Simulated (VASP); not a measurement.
Write the native input for VASP 6.6.1 that does the following.

| Item | Value |
| --- | --- |
| Task | single point |
| Functional | PBE |
| Potentials or basis | VASP PAW PBE potentials, release 64 (Zr_sv, B) |
| Cutoff | 520 eV |
| k mesh | 18 × 18 × 18 |
| Occupations | gaussian, width 0.15 eV |
| Spin | no spin polarisation |
| Dipole correction | no |
| Further INCAR settings | ALGO = Normal; EDIFF = 1e-07; NBANDS = 14 |

The structure of ZrB lies in POSCAR:

```
ZrB
1.0
    0.0174375000      2.3250000000      2.3250000000
    2.3424375000      0.0000000000      2.3424375000
    2.3250000000      2.3250000000      0.0174375000
Zr B
1 1
Direct
    0.0000000000      0.0000000000      0.0000000000
    0.5000000000      0.5000000000      0.5000000000
```

This cell differs from its parent crystal: strain +0.0150 x Voigt [0, 0, 0, 0, 1, 0].

These files were run (other wordings do the same):

INCAR

```
  PREC = Accurate
  ENCUT = 520
  EDIFF = 1E-7
  ISMEAR = 0
  SIGMA = 0.15
  LREAL = False
  LASPH = True
  NELM = 80
  ALGO = Normal
  ISIF = 2
  LWAVE = False
  LCHARG = False
  GGA = PE
  NBANDS = 14
```

KPOINTS

```
Automatic mesh
0
Gamma
  18 18 18
```

Potentials or basis: VASP PAW PBE potentials, release 64 (Zr_sv, B).

The run is started by

```sh
$ cat potpaw_PBE.64/Zr_sv/POTCAR potpaw_PBE.64/B/POTCAR > POTCAR
$ mpirun -np 1 vasp_std > vasp.out
```

It gave:

| Item | Value |
| --- | --- |
| Pressure | 35.0 GPa |
| Band gap on the k mesh | zero (an odd number of electrons rules out a gap without spin polarisation) |

Caveat: the cell differs from its parent crystal (strain +0.0150 x Voigt [0, 0, 0, 0, 1, 0]); the cell stands under pressure.

Wall time 110 s on 1 thread of Intel(R) Xeon(R) Platinum 8559C (Emerald Rapids), on a shared host, peak memory 0.41 GiB.
